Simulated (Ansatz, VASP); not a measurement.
# One calculation of Si2Ni, two programs

```
Ni Si
1.0
     0.00000    2.69500    2.69500
     2.69500    0.00000    2.69500
     2.69500    2.69500    0.00000
Ni Si
1 2
Direct
  0.00000 0.00000 0.00000
  0.25000 0.25000 0.25000
  0.75000 0.75000 0.75000
```

Alike in both runs: task relaxation of cell and atoms; functional PBEsol; k mesh 14 × 14 × 14; occupations gaussian, width 0.1 eV; no spin polarisation.

|  | VASP | Ansatz |
| --- | --- | --- |
| version | VASP 6.6.1 | Ansatz 0.2.0 |
| potentials or method | VASP PAW PBE potentials, release 64 (Ni, Si), cutoff 600 eV | scalar-relativistic, plane waves, PAW |
| valence electrons in the cell | 18 | 26 |

```csv
,VASP,Ansatz,Ansatz less VASP
"gap on the k mesh at the Fermi level, each at its own relaxed structure (eV)",none,none,-
relaxed volume (Å³/atom),13.07,13.06,-0.010
relaxed cell length with the largest relative difference (Å),3.813,3.812,-0.0010
```

VASP's potentials were made for PBE, not for PBEsol, and Ansatz warns of the same on its side. A gap of «none» marks a metal or a gap that the smearing closes. VASP's potentials hold 18 valence electrons a cell and Ansatz's 26, so a difference there can come from the potentials and not from the codes.
